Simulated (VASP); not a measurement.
# Zn (Fm-3m) in VASP: settings compared

The runs below take Zn through single point, with RPBE, revPBE.

Program: VASP 6.6.1. These are calculated values, not measurements. Logs are shortened: lines on timing, memory, paths and dates and some standing lists are left out, and cuts for length are marked.

## Step 1: The cell of the first run

The structure is cubic, space group Fm-3m (No. 225). The conventional cell has a = 3.930 Å, b = 3.930 Å, c = 3.930 Å, α = 90.00°, β = 90.00°, γ = 90.00°. Within 3.7 Å of Zn (site symmetry m-3m) lie 12 Zn at 2.78 Å.

## Step 2: Single point, RPBE

The input, INCAR:

```
SYSTEM = Zn
  PREC = Accurate
  ENCUT = 520
  EDIFF = 1E-6
  ISMEAR = -1
  SIGMA = 0.05
  LREAL = .FALSE.
  LASPH = .TRUE.
  NELM = 80
  ALGO = Normal
  ISIF = 2
  LWAVE = .FALSE.
  LCHARG = .TRUE.
  GGA = RP
  LELF = .TRUE.
  LVHAR = .TRUE.
  NBANDS = 12
```

The input, KPOINTS:

```
Automatic mesh
0
G
  12 12 12
  0 0 0
```

The input, POSCAR:

```
Zn
1.0
    0.0000000000      1.9647760000      1.9647760000
    1.9647760000      0.0000000000      1.9647760000
    1.9647760000      1.9647760000      0.0000000000
Zn
1
Direct
    0.0000000000      0.0000000000      0.0000000000
```

Potentials or basis: VASP PAW PBE potentials, release 64 (Zn).

Command:

```
> cat potpaw_PBE.64/Zn/POTCAR > POTCAR
> mpirun -np 1 vasp_std > vasp.out
```

OUTCAR:

```text
SYSTEM = Zn
   PREC = Accurate
   ENCUT = 520
   EDIFF = 1E-6
   ISMEAR = -1
   LREAL = .FALSE.
   LASPH = .TRUE.
   NELM = 80
   ISIF = 2
   GGA = RP

 ion  position               nearest neighbor table
   1  0.000  0.000  0.000-

  LATTYP: Found a face centered cubic cell.
 ALAT       =     3.9295520000

  Lattice vectors:

 A1 = (   0.0000000000,   1.9647760000,   1.9647760000)
 A2 = (   1.9647760000,   0.0000000000,   1.9647760000)
 A3 = (   1.9647760000,   1.9647760000,   0.0000000000)

Analysis of symmetry for initial positions (statically):
=====================================================================
 Subroutine PRICEL returns:
 Original cell was already a primitive cell.

 Routine SETGRP: Setting up the symmetry group for a
 face centered cubic supercell.

 Subroutine GETGRP returns: Found 48 space group operations
 (whereof 48 operations were pure point group operations)
 out of a pool of 48 trial point group operations.

The static configuration has the point symmetry O_h .

Analysis of symmetry for dynamics (positions and initial velocities):
=====================================================================
 Subroutine PRICEL returns:
 Original cell was already a primitive cell.

 Routine SETGRP: Setting up the symmetry group for a
 face centered cubic supercell.

 Subroutine GETGRP returns: Found 48 space group operations
 (whereof 48 operations were pure point group operations)
 out of a pool of 48 trial point group operations.

The dynamic configuration has the point symmetry O_h .

 Subroutine INISYM returns: Found 48 space group operations
 (whereof 48 operations are pure point group operations),
 and found     1 'primitive' translations

----------------------------------------------------------------------------------------

                                     Primitive cell

  volume of cell :      15.1694

  direct lattice vectors                    reciprocal lattice vectors
     0.000000000  1.964776000  1.964776000    -0.254481936  0.254481936  0.254481936
     1.964776000  0.000000000  1.964776000     0.254481936 -0.254481936  0.254481936
     1.964776000  1.964776000  0.000000000     0.254481936  0.254481936 -0.254481936

  length of vectors
     2.778612866  2.778612866  2.778612866     0.440775643  0.440775643  0.440775643

  position of ions in fractional coordinates (direct lattice)
     0.000000000  0.000000000  0.000000000

  ion indices of the primitive-cell ions
   primitive index   ion index
                 1           1

----------------------------------------------------------------------------------------

 KPOINTS: Automatic mesh

Automatic generation of k-mesh.
 Grid dimensions read from file:
 generate k-points for:   12   12   12

 Generating k-lattice:

  Cartesian coordinates                     Fractional coordinates (reciprocal lattice)
    -0.021206828  0.021206828  0.021206828     0.083333333  0.000000000  0.000000000
     0.021206828 -0.021206828  0.021206828     0.000000000  0.083333333  0.000000000
     0.021206828  0.021206828 -0.021206828     0.000000000  0.000000000  0.083333333

  Length of vectors
     0.036731304  0.036731304  0.036731304

  Shift w.r.t. Gamma in fractional coordinates (k-lattice)
     0.000000000  0.000000000  0.000000000

 Subroutine IBZKPT returns following result:
 ===========================================

 Found     72 irreducible k-points:

 Following reciprocal coordinates:
            Coordinates               Weight
  0.000000  0.000000  0.000000      1.000000
  0.083333  0.000000  0.000000      8.000000
  0.166667  0.000000  0.000000      8.000000
  0.250000  0.000000  0.000000      8.000000
  0.333333  0.000000  0.000000      8.000000
  0.416667  0.000000  0.000000      8.000000
[... 16 lines left out ...]
  0.500000  0.166667  0.000000     24.000000
 -0.416667  0.166667  0.000000     24.000000
 [... further k-points ...]
   k-points           NKPTS =     72   k-points in BZ     NKDIM =     72   number of bands    NBANDS=     12
   number of dos      NEDOS =    301   number of ions     NIONS =      1
   total plane-waves  NPLWV =  13824
   dimension x,y,z NGX =    24 NGY =   24 NGZ =   24
   dimension x,y,z NGXF=    48 NGYF=   48 NGZF=   48
   ions per type =               1
   NGX,Y,Z   is equivalent  to a cutoff of  14.36, 14.36, 14.36 a.u.
   NGXF,Y,Z  is equivalent  to a cutoff of  28.72, 28.72, 28.72 a.u.
 SYSTEM =  Zn
   PREC   = accura    normal or accurate (medium, high low for compatibility)
   ISTART =      0    job   : 0-new  1-cont  2-samecut
   ICHARG =      2    charge: 1-file 2-atom 10-const
   ISPIN  =      1    spin polarized calculation?
   LNONCOLLINEAR =      F non collinear calculations
   LSORBIT =      F    spin-orbit coupling
   LASPH  =      T    aspherical Exc in radial PAW
   ENCUT  =  520.0 eV  38.22 Ry    6.18 a.u.   5.17  5.17  5.17*2*pi/ulx,y,z
   NELM   =     80;   NELMIN=  2; NELMDL= -5     # of ELM steps
   EDIFF  = 0.1E-05   stopping-criterion for ELM
   LREAL  =      F    real-space projection
   EDIFFG = 0.1E-04   stopping-criterion for IOM
   NSW    =      0    number of steps for IOM
   IBRION =     -1    ionic relax: 0-MD 1-quasi-New 2-CG
   NFREE  =      0    steps in history (QN), initial steepest desc. (CG)
   ISIF   =      2    stress and relaxation
   ISYM   =      2    0-nonsym 1-usesym 2-fastsym
   POTIM  = 0.5000    time-step for ionic-motion
   TEBEG  =    0.0;   TEEND  =   0.0 temperature during run
   PSTRESS=    0.0 pullay stress
   NELECT =      12.0000    total number of electrons
   NUPDOWN=      -1.0000    fix difference up-down
   EMIN   =  10.00;   EMAX   =-10.00  energy-range for DOS
   EFERMI =   0.00;   METHOD = LEGACY
   ISMEAR =    -1;   SIGMA  =   0.05  broadening in eV -4-tet -1-fermi 0-gaus
   EFERMI_NEDOS =   21; number of points for ismear=-14 and -15
   IALGO  =     38    algorithm
   IMIX   =      4    mixing-type and parameters
     AMIX     =   0.40;   BMIX     =  1.00
     AMIX_MAG =   1.60;   BMIX_MAG =  1.00
  volume/ion in A,a.u.               =      15.17       102.37
  Fermi-wavevector in a.u.,A,eV,Ry     =   1.514069  2.861175 31.190044  2.292404
  Thomas-Fermi vector in A             =   2.623775
   LORBIT       =      0    0 simple, 1 ext, 2 COOP (PROOUT), +10 PAW based schemes
   GGA     = RP    functional components
   LHFCALC =     F    Hartree Fock is set to
   AEXX    =    0.0000 exact exchange contribution
   IVDW    =     0    specifies the selected vdW correction
   LEPSILON=     F    determine dielectric tensor
   LRPA    =     F    only Hartree local field effects (RPA)
 non-spin polarized calculation
  energy-cutoff  :      520.00
  volume of cell :       15.17
 maximum number of plane-waves:       424
 NGX is ok and might be reduce to    24
   NGX = 11   NGY = 11   NGZ = 11

 number of electron      12.0000008 magnetization

 Free energy of the ion-electron system (eV)
  ---------------------------------------------------
  ext. energy  EPLUGINS =         0.00000000
  ---------------------------------------------------
  free energy    TOTEN  =        -0.70798426 eV

  energy without entropy =       -0.70466023  energy(sigma->0) =       -0.70632224

 E-fermi :   3.1916     XC(G=0): -11.4443

 val. band max:        3.0788740117   @ k =  -0.4167   0.3333   0.0000
 cond. band min:       3.2169935188   @ k =  -0.3333   0.3333   0.1667
 fundamental gap:      0.1381195071
 Fermi energy:         3.1915667499

 k-point     1 :       0.0000    0.0000    0.0000
  band No.  band energies     occupation
      1      -7.1159      2.00000
      2      -4.3855      2.00000
      3      -4.3855      2.00000
      4      -4.3855      2.00000
      5      -4.0071      2.00000
      6      -4.0071      2.00000
      7      21.5766      0.00000
      8      21.5766      0.00000
      9      21.5766      0.00000
     10      22.0462      0.00000
     11      24.2625      0.00000
     12      24.2625      0.00000

 k-point     2 :       0.0833    0.0000    0.0000
  band No.  band energies     occupation
      1      -6.9069      2.00000
      2      -4.4019      2.00000
      3      -4.3624      2.00000
      4      -4.3624      2.00000
      5      -4.0134      2.00000
      6      -4.0134      2.00000
      7      18.4437      0.00000
      8      20.9540      0.00000
      9      20.9541      0.00000
     10      21.8409      0.00000
     11      25.2424      0.00000
     12      25.2424      0.00000

 k-point     3 :       0.1667    0.0000    0.0000
  band No.  band energies     occupation
      1      -6.3064      2.00000
      2      -4.4175      2.00000
      3      -4.3165      2.00000
      4      -4.3165      2.00000
      5      -4.0120      2.00000
      6      -4.0120      2.00000
      7      14.3787      0.00000
      8      20.0250      0.00000
      9      20.0250      0.00000
     10      21.6224      0.00000
     11      26.8294      0.00000
     12      26.9725      0.00000

 k-point     4 :       0.2500    0.0000    0.0000
  band No.  band energies     occupation
      1      -5.5070      2.00000
      2      -4.3064      2.00000
      3      -4.3064      2.00000
      4      -4.2224      2.00000
      5      -3.9546      2.00000
      6      -3.9546      2.00000
      7      10.5580      0.00000
      8      19.3004      0.00000
      9      19.3004      0.00000
     10      21.3091      0.00000
     11      25.1027      0.00000
     12      25.1027      0.00000

 k-point     5 :       0.3333    0.0000    0.0000
  band No.  band energies     occupation
      1      -5.1395      2.00000
      2      -4.3397      2.00000
      3      -4.3397      2.00000
      4      -3.8503      2.00000
      5      -3.8503      2.00000
      6      -3.1698      2.00000
      7       7.0719      0.00000
      8      18.8415      0.00000
      9      18.8415      0.00000
     10      20.9657      0.00000
     11      23.5280      0.00000
     12      23.5280      0.00000
[... 228 lines left out ...]
      1      -4.9467      2.00000
      2      -4.5311      2.00000
      3      -4.2979      2.00000
      4      -4.1638      2.00000
      5      -3.8111      2.00000
      6      -3.2226      2.00000
      7      10.0114      0.00000
      8      15.3340      0.00000
      9      16.5274      0.00000
     10      17.9259      0.00000
     11      23.0677      0.00000
     12      29.3245      0.00000

 k-point    22 :       0.4167    0.1667    0.0000
  band No.  band energies     occupation
      1      -4.8969      2.00000
      2      -4.4410      2.00000
      3      -4.2353      2.00000
      4      -4.1968      2.00000
      5      -3.7353      2.00000
      6      -1.7722      2.00000
      7       6.6700      0.00000
      8      14.8424      0.00000
      9      15.2077      0.00000
     10      17.8315      0.00000
     11      25.9430      0.00000
     12      27.7101      0.00000

 k-point    23 :       0.5000    0.1667    0.0000
  band No.  band energies     occupation
      1      -4.9069      2.00000
      2      -4.4720      2.00000
      3      -4.2315      2.00000
      4      -4.0974      2.00000
      5      -3.7155      2.00000
      6       0.2116      2.00000
      7       3.7193      0.00005
      8      13.5362      0.00000
      9      15.5496      0.00000
     10      18.0555      0.00000
     11      26.4896      0.00000
     12      27.2902      0.00000

 k-point    24 :      -0.4167    0.1667    0.0000
  band No.  band energies     occupation
      1      -4.8914      2.00000
      2      -4.4747      2.00000
      3      -4.2481      2.00000
      4      -4.0414      2.00000
      5      -3.7686      2.00000
      6       0.9375      2.00000
      7       2.8699      1.99679
      8      12.6411      0.00000
      9      16.3582      0.00000
     10      18.6130      0.00000
     11      25.6550      0.00000
     12      26.7215      0.00000

 [... further k-points ...]
[... 5 lines left out ...]
  --------------------------------------------------------------------------------------
  -------------------------------------------------------------------------------------
  Total        0.3047939      0.3047939      0.3047939      0.0000000      0.0000000      0.0000000
  in kB       32.1919865     32.1919865     32.1919865      0.0000000      0.0000000      0.0000000
  external PRESSURE =      32.1919865 kB  Pullay stress =       0.0000000 kB

 VOLUME and BASIS-vectors are now :
 -----------------------------------------------------------------------------
  energy-cutoff  :      520.00
  volume of cell :       15.17
      direct lattice vectors                 reciprocal lattice vectors
     0.000000000  1.964776000  1.964776000    -0.254481936  0.254481936  0.254481936
     1.964776000  0.000000000  1.964776000     0.254481936 -0.254481936  0.254481936
     1.964776000  1.964776000  0.000000000     0.254481936  0.254481936 -0.254481936

 POSITION                                       TOTAL-FORCE (eV/Angst)
 -----------------------------------------------------------------------------------
      0.00000      0.00000      0.00000         0.000000      0.000000      0.000000
 -----------------------------------------------------------------------------------
    total drift:                               -0.000000      0.000000     -0.000000

  FREE ENERGIE OF THE ION-ELECTRON SYSTEM (eV)
  ---------------------------------------------------
  free  energy   TOTEN  =        -0.7079842632 eV

  energy  without entropy=       -0.7046602251  energy(sigma->0) =       -0.70632224
```

Run time: 10 s. Hardware: 1 thread of Intel Xeon Platinum 8259CL at 2.50GHz (Skylake/Cascade Lake), shared host; peak memory 0.14 GiB.

What came out:

| Property | Result |
| --- | --- |
| Free energy | -0.7080 eV |
| Pressure | 3.2 GPa |
| Band gap on the k mesh | zero (band 6 reaches 5.48 eV, above the bottom of band 7 at 1.88 eV) |

Levels at points of the mesh, in eV from the Fermi level:
| k point | band 4 | band 5 | band 6 | band 7 | band 8 | band 9 |
| --- | --- | --- | --- | --- | --- | --- |
| (0.00, 0.00, 0.00) | -7.58 | -7.20 | -7.20 | 18.39 | 18.39 | 18.39 |
| (0.50, 0.00, 0.00) | -6.92 | -6.92 | -2.87 | -1.31 | 15.37 | 15.37 |
| (0.50, 0.50, 0.00) | -6.84 | -6.84 | -0.96 | 1.80 | 8.50 | 8.50 |

Caveat: the PAW data sets were made with another functional, which shifts forces and pressure a little.

## Step 3: Single point, revPBE

The input, INCAR:

```
PREC = Accurate
ENCUT = 520
EDIFF = 1E-7
ISMEAR = -1
SIGMA = 0.05
LREAL = False
LASPH = True
NELM = 100
ALGO = Fast
ISIF = 2
LWAVE = False
LCHARG = True
GGA = RE
LELF = True
LVHAR = True
NBANDS = 12
```

The input, KPOINTS:

```
Automatic mesh
0
Gamma
  12 12 12
```

POSCAR is that of step 2.

Potentials or basis: VASP PAW PBE potentials, release 64 (Zn).

Command:

```
> cat potpaw_PBE.64/Zn/POTCAR > POTCAR
> mpirun -np 1 vasp_std > vasp.out
```

Run time: 14 s. Hardware: 1 thread of Intel Xeon Platinum 8259CL at 2.50GHz (Skylake/Cascade Lake), shared host; peak memory 0.14 GiB.

It converged, with:

* Free energy: -0.7770 eV
* Pressure: 2.2 GPa
* Band gap on the k mesh: zero (band 6 reaches 5.44 eV, above the bottom of band 7 at 1.83 eV)

Levels at points of the mesh, in eV from the Fermi level:
| k point | band 2 | band 3 | band 4 | band 5 | band 6 | band 7 | band 8 | band 9 | band 10 | band 11 |
| --- | --- | --- | --- | --- | --- | --- | --- | --- | --- | --- |
| (0.00, 0.00, 0.00) | -7.58 | -7.58 | -7.58 | -7.20 | -7.20 | 18.37 | 18.37 | 18.37 | 18.88 | 21.08 |
| (0.50, 0.00, 0.00) | -7.58 | -7.58 | -6.92 | -6.92 | -2.87 | -1.32 | 15.35 | 15.35 | 17.42 | 18.97 |
| (0.50, 0.50, 0.00) | -8.19 | -6.93 | -6.84 | -6.84 | -0.96 | 1.80 | 8.50 | 8.50 | 12.08 | 13.29 |

Caveat: the PAW data sets were made with another functional, which shifts forces and pressure a little.

## Step 4: Single point, RPBE

This run uses another cell than the first one, of 15.86 Å³/atom, 1.046 times its volume.

The input, INCAR:

```
PREC = Accurate
ENCUT = 520
EDIFF = 1E-7
ISMEAR = -1
SIGMA = 0.05
LREAL = False
LASPH = True
NELM = 60
ALGO = Fast
ISIF = 2
LWAVE = False
LCHARG = False
GGA = RP
NBANDS = 12
```

The input, KPOINTS:

```
regular mesh
0
Gamma
  12 12 12
```

The input, POSCAR:

```
Zn
1.0
    0.0000000000      1.9941792390      1.9941792390
    1.9941792390      0.0000000000      1.9941792390
    1.9941792390      1.9941792390      0.0000000000
Zn
1
Direct
    0.0000000000      0.0000000000      0.0000000000
```

Command:

```
> cat potpaw_PBE.64/Zn/POTCAR > POTCAR
> mpirun -np 1 vasp_std > vasp.out
```

It took 19 s on 1 thread of Intel Xeon Platinum 8259CL at 2.50GHz (Skylake/Cascade Lake), shared host; peak memory 0.14 GiB.

The run converged. Its results:

* Free energy: -0.7151 eV
* Pressure: 0.2 GPa
* Band gap on the k mesh: zero (band 6 reaches 5.15 eV, above the bottom of band 7 at 1.51 eV)

Levels at points of the mesh, in eV from the Fermi level:
```csv
k point,band 4,band 5,band 6,band 7,band 8,band 9
"(0.00, 0.00, 0.00)",-7.46,-7.12,-7.12,17.77,17.77,17.77
"(0.50, 0.00, 0.00)",-6.86,-6.86,-2.69,-1.38,14.85,14.85
"(0.50, 0.50, 0.00)",-6.79,-6.79,-0.85,1.64,8.28,8.28
```

Caveat: the PAW data sets were made with another functional, which shifts forces and pressure a little.

## Step 5: The runs side by side

```csv
level,cell,gap on the mesh (eV),pressure (GPa)
RPBE,"a = 2.779 Å, angles 60.0°, 1 atom",none,3.2
revPBE,"a = 2.779 Å, angles 60.0°, 1 atom",none,2.2
RPBE,"a = 2.820 Å, angles 60.0°, 1 atom",none,0.2
```

Alike in all rows: task single point; potentials or basis VASP PAW PBE potentials, release 64 (Zn); no spin polarisation; k mesh 12 × 12 × 12; cutoff (eV) 520; smearing fermi-dirac 0.05 eV.

Caveats: the PAW data sets were made with another functional, which shifts forces and pressure a little.

Absolute energies hang on the potentials; compare differences alone.
